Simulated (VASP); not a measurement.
KI: single point with PBE

The system is KI.

```
K I
1.0
     0.00000    3.57284    3.42992
     3.57284    0.00000    3.42992
     3.57284    3.57284    0.00000
K I
1 1
Direct
  0.00000 0.00000 0.00000
  0.50000 0.50000 0.50000
```

This cell differs from its parent crystal: ratio of the length along z to the lengths across it x 0.96, volume and fractional coordinates fixed.

| Item | Value |
| --- | --- |
| Program | VASP 6.6.1 |
| Task | single point |
| Functional | PBE |
| Potentials or basis | VASP PAW PBE potentials, release 64 (K_sv, I) |
| Cutoff | 520 eV |
| k mesh | 6 × 6 × 6 |
| Occupations | gaussian, width 0.05 eV |
| Spin | no spin polarisation |

| Property | Result |
| --- | --- |
| Pressure | 0.8 GPa |
| Band gap on the k mesh | 3.97 eV, direct |

Stress tensor (GPa, compression positive):
```
0.37 0.00 0.00
0.00 0.37 0.00
0.00 0.00 1.61
```

Levels at points of the mesh, in eV from the valence-band top:
```tsv
k point	band 4	band 5	band 6	band 7	band 8	band 9	band 10	band 11	band 12	band 13
(0.00, 0.00, 0.00)	-11.98	-10.52	-0.01	-0.01	0.00	3.97	6.41	6.41	6.65	7.12
(0.50, 0.00, 0.00)	-11.98	-10.23	-1.35	-0.36	-0.34	5.52	7.72	8.00	8.32	8.71
(0.50, 0.50, 0.00)	-12.00	-10.37	-0.98	-0.42	-0.42	4.89	5.79	8.17	8.75	8.94
(0.50, 0.00, 0.50)	-12.00	-10.38	-1.03	-0.38	-0.33	4.93	5.78	8.06	8.74	8.77
```

Run time: 39 s on 1 thread of Intel(R) Xeon(R) Platinum 8375C CPU @ 2.90GHz (Ice Lake), on a shared host, peak memory 0.25 GiB.

Caveat: spin-orbit coupling is left out, which moves the levels of the heavy elements.
